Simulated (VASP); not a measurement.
Wanted: the native input for a VASP 6.6.1 run.

```
Task                   : single point
Functional             : PBE
Potentials or basis    : VASP PAW PBE potentials, release 64 (Zn)
Cutoff                 : 520 eV
k mesh                 : 6 × 6 × 4
Occupations            : gaussian, width 0.1 eV
Spin                   : no spin polarisation
Dipole correction      : no
Further INCAR settings : ALGO = Normal; EDIFF = 1e-07; NBANDS = 19
```

The structure of Zn lies in POSCAR:

```
Zn
1.0
    3.1783566652      0.0000000000      0.0000000000
   -1.5891783326      2.7525376143      0.0000000000
    0.0000000000      0.0000000000      5.0382278268
Zn
2
Direct
    0.6666666700      0.3333333300      0.7500000000
    0.3333333300      0.6666666700      0.2500000000
```

This cell differs from its parent crystal: Hg replaced by Zn, lengths x 0.955, strained.

These files were run (other wordings do the same):

INCAR

```
SYSTEM = Zn
  ALGO = Normal
  EDIFF = 1E-7
  ENCUT = 520
  GGA = PE
  ISIF = 2
  ISMEAR = 0
  LASPH = .TRUE.
  LCHARG = .TRUE.
  LELF = .TRUE.
  LREAL = .FALSE.
  LVHAR = .TRUE.
  LWAVE = .FALSE.
  NBANDS = 19
  NELM = 60
  PREC = Accurate
  SIGMA = 0.1
```

KPOINTS

```
k-points
0
G
  6 6 4
  0 0 0
```

Potentials or basis: VASP PAW PBE potentials, release 64 (Zn).

The run is started by

```console
$ cat potpaw_PBE.64/Zn/POTCAR > POTCAR
$ mpirun -np 1 vasp_std > vasp.out
```

It gave:

```yaml
Pressure: -7.7 GPa
Band_gap_on_the_k_mesh: zero (bands 12 and 13 overlap by 1.74 eV)
```

Caveat: the k points lie up to 0.38 Å⁻¹ apart, too coarse for converged energies and pressures of a metal; the cell differs from its parent crystal (Hg replaced by Zn, lengths x 0.955, strained).

Run time: 5.1 s on 1 thread of Intel(R) Xeon(R) 6975P-C (Granite Rapids) (shared host), peak memory 0.15 GiB.
